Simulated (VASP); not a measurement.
# TiSi2 (Immm) in VASP: settings compared

Aim: see how the results for TiSi2 move with the level of theory and the settings. Levels: PBE+U, PBEsol+U, r2SCAN. Tasks: relaxation of cell and atoms.

Everything below comes from runs of VASP 6.6.1. Logs are shortened: lines on timing, memory, paths and dates and some standing lists are left out, and cuts for length are marked.

### 1 The cell of the first run

The structure is orthorhombic, space group Immm (No. 71). The conventional cell has a = 2.946 Å, b = 3.424 Å, c = 8.424 Å, α = 90.00°, β = 90.00°, γ = 90.00°. Ti (site symmetry mmm) has 10 Si at 2.67 to 2.78 Å and 4 Ti at 2.95 to 3.42 Å within 3.5 Å. Si (site symmetry mm2) has 9 Si at 2.63 to 3.42 Å and 5 Ti at 2.67 to 2.78 Å within 3.5 Å.

### 2 Relaxation of cell and atoms, PBE+U

INCAR

```
PREC = Accurate
ENCUT = 600
EDIFF = 1E-6
ISMEAR = -1
SIGMA = 0.05
LREAL = F
LASPH = T
NELM = 150
ALGO = Normal
ISIF = 3
LWAVE = F
LCHARG = F
LMAXMIX = 4
LDAU = T
LDAUTYPE = 2
LDAUL = 2 -1
LDAUU = 6 0
LDAUJ = 0 0
LDAUPRINT = 1
GGA = PE
IBRION = 2
NSW = 60
EDIFFG = -0.01
```

KPOINTS

```
regular mesh
0
Gamma
  12 12 12
```

POSCAR

```
TiSi2
1.0
   -1.4728720000      1.7121300000      4.2120830000
    1.4728720000     -1.7121300000      4.2120830000
    1.4728720000      1.7121300000     -4.2120830000
Ti Si
1 2
Direct
    0.0000000000      0.0000000000      0.0000000000
    0.6700780000      0.6700780000      0.0000000000
    0.3299220000      0.3299220000      0.0000000000
```

Potentials or basis: VASP PAW PBE potentials, release 64 (Ti_sv, Si).

Command:

```
cat potpaw_PBE.64/Ti_sv/POTCAR potpaw_PBE.64/Si/POTCAR > POTCAR
mpirun -np 1 vasp_std > vasp.out
```

OUTCAR:

```text
PREC = Accurate
   ENCUT = 600
   EDIFF = 1E-6
   ISMEAR = -1
   LREAL = F
   LASPH = T
   NELM = 150
   ISIF = 3
   GGA = PE
   IBRION = 2
   NSW = 60
   EDIFFG = -0.01

 ion  position               nearest neighbor table
   1  0.000  0.000  0.000-   2 2.67   2 2.67   2 2.67   3 2.67   2 2.67   3 2.67   3 2.67   3 2.67
                             2 2.78   3 2.78
   2  0.670  0.670  0.000-   3 2.63   3 2.63   3 2.63   3 2.63   1 2.67   1 2.67   1 2.67   1 2.67
                             1 2.78   3 2.87
   3  0.330  0.330  0.000-   2 2.63   2 2.63   2 2.63   2 2.63   1 2.67   1 2.67   1 2.67   1 2.67
                             1 2.78   2 2.87

  LATTYP: Found a body centered orthorhombic cell.
 ALAT       =     2.9457440000
 B/A-ratio  =     1.1624431723
 C/A-ratio  =     2.8597753233

  Lattice vectors:

 A1 = (  -1.4728720000,   1.7121300000,   4.2120830000)
 A2 = (   1.4728720000,  -1.7121300000,   4.2120830000)
 A3 = (   1.4728720000,   1.7121300000,  -4.2120830000)

Analysis of symmetry for initial positions (statically):
=====================================================================
 Subroutine PRICEL returns:
 Original cell was already a primitive cell.

 Routine SETGRP: Setting up the symmetry group for a
 body centered orthorhombic supercell.

 Subroutine GETGRP returns: Found  8 space group operations
 (whereof  8 operations were pure point group operations)
 out of a pool of  8 trial point group operations.

The static configuration has the point symmetry D_2h.

Analysis of symmetry for dynamics (positions and initial velocities):
=====================================================================
 Subroutine PRICEL returns:
 Original cell was already a primitive cell.

 Routine SETGRP: Setting up the symmetry group for a
 body centered orthorhombic supercell.

 Subroutine GETGRP returns: Found  8 space group operations
 (whereof  8 operations were pure point group operations)
 out of a pool of  8 trial point group operations.

The dynamic configuration has the point symmetry D_2h.

 Subroutine INISYM returns: Found  8 space group operations
 (whereof  8 operations are pure point group operations),
 and found     1 'primitive' translations

----------------------------------------------------------------------------------------

                                     Primitive cell

  volume of cell :      42.4873

  direct lattice vectors                    reciprocal lattice vectors
    -1.472872000  1.712130000  4.212083000     0.000000000  0.292033899  0.118706113
     1.472872000 -1.712130000  4.212083000     0.339472812  0.000000000  0.118706113
     1.472872000  1.712130000 -4.212083000     0.339472812  0.292033899  0.000000000

  length of vectors
     4.779370698  4.779370698  4.779370698     0.315237909  0.359628880  0.447800836

  position of ions in fractional coordinates (direct lattice)
     0.000000000  0.000000000  0.000000000
     0.670078000  0.670078000  0.000000000
     0.329922000  0.329922000  0.000000000

  ion indices of the primitive-cell ions
   primitive index   ion index
                 1           1
                 2           2
                 3           3

----------------------------------------------------------------------------------------

 KPOINTS: regular mesh

Automatic generation of k-mesh.
 Grid dimensions read from file:
 generate k-points for:   12   12   12

 Generating k-lattice:

  Cartesian coordinates                     Fractional coordinates (reciprocal lattice)
     0.000000000  0.024336158  0.009892176     0.083333333  0.000000000 -0.000000000
     0.028289401  0.000000000  0.009892176     0.000000000  0.083333333  0.000000000
     0.028289401  0.024336158  0.000000000    -0.000000000  0.000000000  0.083333333

  Length of vectors
     0.026269826  0.029969073  0.037316736

  Shift w.r.t. Gamma in fractional coordinates (k-lattice)
     0.000000000  0.000000000  0.000000000

[... 56 lines left out ...]
   ISIF   =      3    stress and relaxation
   ISYM   =      2    0-nonsym 1-usesym 2-fastsym
   POTIM  = 0.5000    time-step for ionic-motion
   TEBEG  =    0.0;   TEEND  =   0.0 temperature during run
   PSTRESS=    0.0 pullay stress
   NELECT =      20.0000    total number of electrons
   NUPDOWN=      -1.0000    fix difference up-down
   EMIN   =  10.00;   EMAX   =-10.00  energy-range for DOS
   EFERMI =   0.00;   METHOD = LEGACY
   ISMEAR =    -1;   SIGMA  =   0.05  broadening in eV -4-tet -1-fermi 0-gaus
   EFERMI_NEDOS =   21; number of points for ismear=-14 and -15
   IALGO  =     38    algorithm
   IMIX   =      4    mixing-type and parameters
     AMIX     =   0.40;   BMIX     =  1.00
     AMIX_MAG =   1.60;   BMIX_MAG =  1.00
  volume/ion in A,a.u.               =      14.16        95.57
  Fermi-wavevector in a.u.,A,eV,Ry     =   1.273499  2.406564 22.065925  1.621800
  Thomas-Fermi vector in A             =   2.406319
   LORBIT       =      0    0 simple, 1 ext, 2 COOP (PROOUT), +10 PAW based schemes
 LDA+U is selected, type is set to LDAUTYPE =  2
   angular momentum for each species LDAUL =     2   -1
   U (eV)           for each species LDAUU =   6.0  0.0
   J (eV)           for each species LDAUJ =   0.0  0.0
   GGA     = PE    functional components
   LHFCALC =     F    Hartree Fock is set to
   AEXX    =    0.0000 exact exchange contribution
   IVDW    =     0    specifies the selected vdW correction
   LEPSILON=     F    determine dielectric tensor
   LRPA    =     F    only Hartree local field effects (RPA)
 conjugate gradient relaxation of ions
 non-spin polarized calculation
  energy-cutoff  :      600.00
  volume of cell :       42.49
 maximum number of plane-waves:      1438
 NGX is ok and might be reduce to    40
   NGX = 19   NGY = 19   NGZ = 19

--------------------------------------- Ionic step        1  -------------------------------------------

 number of electron      20.0000000 magnetization

 Free energy of the ion-electron system (eV)
  ---------------------------------------------------
  ext. energy  EPLUGINS =         0.00000000
  ---------------------------------------------------
  free energy    TOTEN  =       -15.22562323 eV

  energy without entropy =      -15.21499725  energy(sigma->0) =      -15.22031024

 E-fermi :  10.4677     XC(G=0): -11.7165

 val. band max:       10.4671436460   @ k =   0.2500   0.2500  -0.0000
 cond. band min:      10.4757683977   @ k =  -0.3333   0.5000   0.2500
 fundamental gap:      0.0086247517
 Fermi energy:        10.4677159744

 k-point     1 :       0.0000    0.0000    0.0000
  band No.  band energies     occupation
      1     -47.6047      2.00000
      2     -23.8575      2.00000
      3     -23.8570      2.00000
      4     -23.5898      2.00000
      5      -2.4137      2.00000
      6       5.4606      2.00000
      7       5.9462      2.00000
      8       8.2232      2.00000
      9       9.7659      2.00000
     10      11.3500      0.00000
     11      12.1997      0.00000
     12      13.1061      0.00000
     13      13.2027      0.00000
     14      14.2692      0.00000
[... 495 lines left out ...]
  FREE ENERGIE OF THE ION-ELECTRON SYSTEM (eV)
  ---------------------------------------------------
  free  energy   TOTEN  =       -15.2766838274 eV

  energy  without entropy=      -15.2655021732  energy(sigma->0) =      -15.27109300

[... ionic steps 4 to 11 ...]

--------------------------------------- Ionic step       12  -------------------------------------------

 number of electron      20.0000001 magnetization

------------------------ aborting loop because EDIFF is reached ----------------------------------------
[... 63 lines left out ...]
  FREE ENERGIE OF THE ION-ELECTRON SYSTEM (eV)
  ---------------------------------------------------
  free  energy   TOTEN  =       -15.2827795168 eV

  energy  without entropy=      -15.2707708004  energy(sigma->0) =      -15.27677516

atom =   1  type =  1  l = 2

 onsite density matrix

spin component  1

  0.1356 -0.0000  0.0000  0.0000  0.0000
 -0.0000  0.1781  0.0000  0.0000 -0.0000
  0.0000  0.0000  0.1924 -0.0000 -0.0287
  0.0000  0.0000 -0.0000  0.1518 -0.0000
  0.0000 -0.0000 -0.0287 -0.0000  0.2137

spin component  2

  0.1356 -0.0000  0.0000  0.0000  0.0000
 -0.0000  0.1781  0.0000  0.0000 -0.0000
  0.0000  0.0000  0.1924 -0.0000 -0.0287
  0.0000  0.0000 -0.0000  0.1518 -0.0000
  0.0000 -0.0000 -0.0287 -0.0000  0.2137

 occupancies and eigenvectors

  o =  0.1356  v =  1.0000  0.0000  0.0000  0.0000  0.0000  0.0000  0.0000  0.0000  0.0000  0.0000      0.0000  0.0000  0.0000  0.0000  0.0000  0.0000  0.0000  0.0000  0.0000  0.0000
  o =  0.1356  v =  0.0000  0.0000  0.0000  0.0000  0.0000  1.0000  0.0000  0.0000  0.0000  0.0000      0.0000  0.0000  0.0000  0.0000  0.0000  0.0000  0.0000  0.0000  0.0000  0.0000
  o =  0.1518  v =  0.0000  0.0000 -0.0000  1.0000 -0.0000  0.0000  0.0000  0.0000  0.0000  0.0000      0.0000  0.0000  0.0000  0.0000  0.0000  0.0000  0.0000  0.0000  0.0000  0.0000
  o =  0.1518  v =  0.0000  0.0000  0.0000  0.0000  0.0000  0.0000  0.0000 -0.0000  1.0000 -0.0000      0.0000  0.0000  0.0000  0.0000  0.0000  0.0000  0.0000  0.0000  0.0000  0.0000
  o =  0.1725  v =  0.0000 -0.0000 -0.8212 -0.0000 -0.5706  0.0000  0.0000  0.0000  0.0000  0.0000      0.0000  0.0000  0.0000  0.0000  0.0000  0.0000  0.0000  0.0000  0.0000  0.0000
  o =  0.1725  v =  0.0000  0.0000  0.0000  0.0000  0.0000  0.0000 -0.0000 -0.8212 -0.0000 -0.5706      0.0000  0.0000  0.0000  0.0000  0.0000  0.0000  0.0000  0.0000  0.0000  0.0000
  o =  0.1781  v =  0.0000  0.0000  0.0000  0.0000  0.0000  0.0000  1.0000 -0.0000 -0.0000 -0.0000      0.0000  0.0000  0.0000  0.0000  0.0000  0.0000  0.0000  0.0000  0.0000  0.0000
  o =  0.1781  v =  0.0000  1.0000 -0.0000 -0.0000 -0.0000  0.0000  0.0000  0.0000  0.0000  0.0000      0.0000  0.0000  0.0000  0.0000  0.0000  0.0000  0.0000  0.0000  0.0000  0.0000
  o =  0.2337  v =  0.0000  0.0000  0.0000  0.0000  0.0000  0.0000  0.0000 -0.5706 -0.0000  0.8212      0.0000  0.0000  0.0000  0.0000  0.0000  0.0000  0.0000  0.0000  0.0000  0.0000
  o =  0.2337  v =  0.0000  0.0000 -0.5706 -0.0000  0.8212  0.0000  0.0000  0.0000  0.0000  0.0000      0.0000  0.0000  0.0000  0.0000  0.0000  0.0000  0.0000  0.0000  0.0000  0.0000

--------------------------------------- Ionic step       14  -------------------------------------------

 number of electron      20.0000001 magnetization

 Free energy of the ion-electron system (eV)
  ---------------------------------------------------
  ext. energy  EPLUGINS =         0.00000000
  ---------------------------------------------------
  free energy    TOTEN  =       -15.28280465 eV

  energy without entropy =      -15.27077589  energy(sigma->0) =      -15.27679027

 E-fermi :   9.8277     XC(G=0): -11.4910

 val. band max:        9.8267468671   @ k =  -0.3333   0.4167   0.2500
 cond. band min:       9.8340959518   @ k =  -0.2500  -0.4167   0.0833
 fundamental gap:      0.0073490846
 Fermi energy:         9.8276544169

 k-point     1 :       0.0000    0.0000    0.0000
  band No.  band energies     occupation
      1     -48.4730      2.00000
      2     -24.6981      2.00000
      3     -24.6919      2.00000
      4     -24.5050      2.00000
      5      -2.7499      2.00000
      6       5.2163      2.00000
      7       5.3840      2.00000
      8       7.8791      2.00000
      9       9.2426      1.99998
     10      10.1780      0.00181
     11      11.6838      0.00000
     12      12.4831      0.00000
     13      12.9100      0.00000
     14      13.3720      0.00000
[... 421 lines left out ...]
  FREE ENERGIE OF THE ION-ELECTRON SYSTEM (eV)
  ---------------------------------------------------
  free  energy   TOTEN  =       -15.2828046488 eV

  energy  without entropy=      -15.2707758885  energy(sigma->0) =      -15.27679027

 reached required accuracy - stopping structural energy minimisation
```

It took 64 min on 1 thread of Oxide Virtual Turin-like, shared host; peak memory 0.38 GiB.

Results:

```
Free energy                           : -15.2828 eV
Relaxed volume                        : 14.90 Å³/atom
Relaxed cell                          : a = 4.857 Å, b = 4.857 Å, c = 4.857 Å, α = 143.38°, β = 138.77°, γ = 56.31°
Space group after relaxing (to 0.1 Å) : Immm (No. 71)
Energy gained by relaxing             : 19.1 meV/atom
Ionic steps                           : 14
Pressure after relaxing               : 0.0 GPa
Largest force after relaxing          : 0.008 eV/Å
Band gap on the k mesh                : zero (bands 10 and 11 overlap by 2.27 eV)
```

Forces on the atoms (eV/Å):
```
Ti   0.000  0.000  0.000
Si   0.000  0.000 -0.008
Si   0.000  0.000  0.008
```

Step by step:
```tsv
step	energy change (eV)	largest force (eV/Å)	pressure (GPa)	volume (Å³)
1	0.0000	0.2532	7.34	42.49
2	-0.0210	0.0473	-5.05	46.61
3	-0.0511	0.1259	-0.18	44.74
4	-0.0510	0.1279	-0.05	44.70
5	-0.0531	0.0917	0.03	44.67
6	-0.0548	0.0352	0.24	44.61
7	-0.0560	0.0293	-0.26	44.78
8	-0.0562	0.0268	-0.52	44.88
9	-0.0568	0.0241	-0.12	44.74
10	-0.0569	0.0227	0.02	44.69
11	-0.0571	0.0128	0.07	44.67
12	-0.0571	0.0048	0.19	44.65
13	-0.0572	0.0106	-0.10	44.76
14	-0.0572	0.0077	0.00	44.71
```

Final structure:
```
Ti Si
1.0
    -1.52612    1.71024    4.28267
     1.52612   -1.71024    4.28267
     1.52612    1.71024   -4.28267
Ti Si
1 2
Cartesian
  0.0000 0.0000 0.0000
  0.0000 0.0000 5.7827
  0.0000 0.0000 2.7826
```

Levels at points of the mesh, in eV from the Fermi level:
| k point | band 6 | band 7 | band 8 | band 9 | band 10 | band 11 | band 12 | band 13 | band 14 |
| --- | --- | --- | --- | --- | --- | --- | --- | --- | --- |
| (0.00, 0.00, 0.00) | -4.61 | -4.44 | -1.95 | -0.59 | 0.35 | 1.86 | 2.66 | 3.08 | 3.54 |
| (0.50, 0.00, 0.00) | -9.12 | -4.42 | -3.88 | -0.72 | 0.96 | 2.09 | 2.73 | 3.31 | 3.77 |
| (0.00, 0.50, 0.00) | -8.39 | -3.87 | -3.49 | -0.49 | -0.36 | 1.19 | 2.48 | 3.13 | 3.82 |
| (0.50, 0.50, 0.00) | -5.32 | -5.27 | -5.14 | -3.01 | -1.11 | -1.01 | 1.99 | 2.98 | 3.07 |
| (0.50, 0.50, 0.50) | -8.80 | -1.33 | -1.15 | -0.50 | 0.75 | 1.42 | 1.99 | 2.71 | 3.21 |

Eigenvalues of the final occupation matrices:
| site | spin | trace | eigenvalues |
| --- | --- | --- | --- |
| site 1 d | 1 | 0.87 | 0.14 0.15 0.17 0.18 0.23 |
| site 1 d | 2 | 0.87 | 0.14 0.15 0.17 0.18 0.23 |

Caveat: U without spin polarisation on a metal has little footing; the U is typed as a test and isn't derived for this compound.

### 3 Relaxation of cell and atoms, PBEsol+U

INCAR

```
PREC = Accurate ; ENCUT = 600
EDIFF = 1E-6 ; ISMEAR = -1
SIGMA = 0.05 ; LREAL = False
LASPH = True ; NELM = 150
ALGO = Normal ; ISIF = 3
LWAVE = False ; LCHARG = False
LMAXMIX = 4 ; LDAU = True
LDAUTYPE = 2 ; LDAUL = 2 -1
LDAUU = 6 0 ; LDAUJ = 0 0
LDAUPRINT = 1 ; GGA = PS
IBRION = 2 ; NSW = 60
EDIFFG = -0.01
```

KPOINTS

```
Automatic mesh
0
Gamma
  12 12 12
```

POSCAR is that of step 2.

Potentials or basis: VASP PAW PBE potentials, release 64 (Ti_sv, Si).

Command:

```
cat potpaw_PBE.64/Ti_sv/POTCAR potpaw_PBE.64/Si/POTCAR > POTCAR
mpirun -np 1 vasp_std > vasp.out
```

Wall time 57 min (1 thread of Oxide Virtual Turin-like, shared host); peak memory 0.38 GiB.

The run converged. Its results:

- Free energy: -16.6999 eV
- Relaxed volume: 14.52 Å³/atom
- Relaxed cell: a = 4.814 Å, b = 4.814 Å, c = 4.814 Å, α = 143.70°, β = 138.34°, γ = 56.42°
- Space group after relaxing (to 0.1 Å): Immm (No. 71)
- Energy gained by relaxing: 5.9 meV/atom
- Ionic steps: 11
- Pressure after relaxing: 0.0 GPa
- Largest force after relaxing: 0.003 eV/Å
- Band gap on the k mesh: zero (bands 10 and 11 overlap by 2.51 eV)

Forces in eV/Å, atoms in the order of the input:
```
Ti   0.000  0.000  0.000
Si   0.000  0.000  0.003
Si   0.000  0.000 -0.003
```

Step by step:
```csv
step,energy change (eV),largest force (eV/Å),pressure (GPa),volume (Å³)
1,0.0000,0.2051,3.70,42.49
2,-0.0065,0.0624,-2.96,44.53
3,-0.0144,0.1183,-0.26,43.64
4,-0.0161,0.0738,-0.11,43.59
5,-0.0168,0.0263,0.08,43.54
6,-0.0173,0.0170,-0.04,43.57
7,-0.0175,0.0087,-0.18,43.62
8,-0.0176,0.0053,0.21,43.49
9,-0.0176,0.0068,0.08,43.54
10,-0.0176,0.0070,0.05,43.55
11,-0.0176,0.0031,0.03,43.55
```

Final structure:
```yaml
crystal:
  lattice:
    - [-1.49953, 1.71167, 4.24214]
    - [1.49953, -1.71167, 4.24214]
    - [1.49953, 1.71167, -4.24214]
  atoms:
    - { symbol: Ti, position: [0.00000, 0.00000, 0.00000] }
    - { symbol: Si, position: [0.67319, 0.67319, 0.00000] }
    - { symbol: Si, position: [0.32681, 0.32681, 0.00000] }
```

Levels at points of the mesh, in eV from the Fermi level:
```tsv
k point	band 6	band 7	band 8	band 9	band 10	band 11	band 12	band 13	band 14
(0.00, 0.00, 0.00)	-4.79	-4.44	-2.12	-0.63	0.59	1.76	2.69	2.89	3.68
(0.50, 0.00, 0.00)	-9.25	-4.56	-3.99	-0.77	1.04	2.23	2.77	3.43	3.74
(0.00, 0.50, 0.00)	-8.40	-3.91	-3.54	-0.67	-0.36	1.14	2.48	3.29	3.80
(0.50, 0.50, 0.00)	-5.40	-5.34	-5.03	-3.07	-1.17	-1.07	2.17	3.07	3.19
(0.50, 0.50, 0.50)	-9.00	-1.48	-1.25	-0.49	0.65	1.78	2.15	2.75	3.32
```

Eigenvalues of the final occupation matrices:
```tsv
site	spin	trace	eigenvalues
site 1 d	1	0.89	0.15 0.15 0.17 0.18 0.24
site 1 d	2	0.89	0.15 0.15 0.17 0.18 0.24
```

Caveat: the PAW data sets were made with another functional, which shifts forces and pressure a little; U without spin polarisation on a metal has little footing; the U is typed as a test and isn't derived for this compound.

[end of part 1 of 2]
